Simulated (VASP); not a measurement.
Set up this calculation in VASP 6.6.1, as the native input.

```
Task                   : relaxation of cell and atoms
Functional             : PBE
Potentials or basis    : VASP PAW PBE potentials, release 64 (Mg, Cd, S, O)
Cutoff                 : 600 eV
k mesh                 : 10 × 10 × 6
Occupations            : gaussian, width 0.1 eV
Spin                   : no spin polarisation
Dipole correction      : no
Further INCAR settings : ALGO = Fast; EDIFF = 1e-07; IBRION = 2; EDIFFG = -0.01; NSW = 100; ISIF = 3
```

The structure of MgCd2SO2 lies in POSCAR:

```
MgCd2SO2
1.0
    3.7331433300      0.0000000000      0.0000000000
    0.0000000000      4.1420565700      0.0000000000
    0.0000000000      0.0000000000      7.1279078600
Mg Cd S O
1 2 1 2
Direct
    0.5000000000      0.5000000000      0.5000000000
    0.0000000000      0.0000000000      0.7470539800
    0.0000000000      0.0000000000      0.2529460200
    0.5000000000      0.5000000000      0.0000000000
    0.5000000000      0.0000000000      0.5000000000
    0.0000000000      0.5000000000      0.0000000000
```

The cell was generated, and may not be a known phase.

These files were run (other wordings do the same):

INCAR

```
SYSTEM = MgCd2SO2
PREC = Accurate
ENCUT = 600
EDIFF = 1E-7
ISMEAR = 0
SIGMA = 0.1
LREAL = .False.
LASPH = .True.
NELM = 80
ALGO = Fast
ISIF = 3
LWAVE = .False.
LCHARG = .False.
GGA = PE
IBRION = 2
NSW = 100
EDIFFG = -0.01
```

KPOINTS

```
Automatic mesh
0
Gamma
  10 10 6
  0 0 0
```

Potentials or basis: VASP PAW PBE potentials, release 64 (Mg, Cd, S, O).

Command:

```bash
$ cat potpaw_PBE.64/Mg/POTCAR potpaw_PBE.64/Cd/POTCAR potpaw_PBE.64/S/POTCAR potpaw_PBE.64/O/POTCAR > POTCAR
$ mpirun -np 1 vasp_std > vasp.out
```

Results of the run:

- Relaxed volume: 16.52 Å³/atom
- Relaxed cell: a = 4.542 Å, b = 3.815 Å, c = 5.722 Å, α = 90.00°, β = 90.00°, γ = 90.00°
- Space group after relaxing (to 0.1 Å): Pmmm (No. 47)
- Energy gained by relaxing: 290.8 meV/atom
- Ionic steps: 18
- Pressure after relaxing: 0.0 GPa
- Band gap on the k mesh: zero (bands 22 and 23 overlap by 0.54 eV)

Caveat: semilocal functionals underestimate gaps, and a narrow one can read as zero; a cell axis changed by over 15 % at a fixed basis, so the end point is rough.

Run time: 2.1 h on 1 thread of Oxide Virtual Turin-like Processor (shared host), peak memory 0.63 GiB.
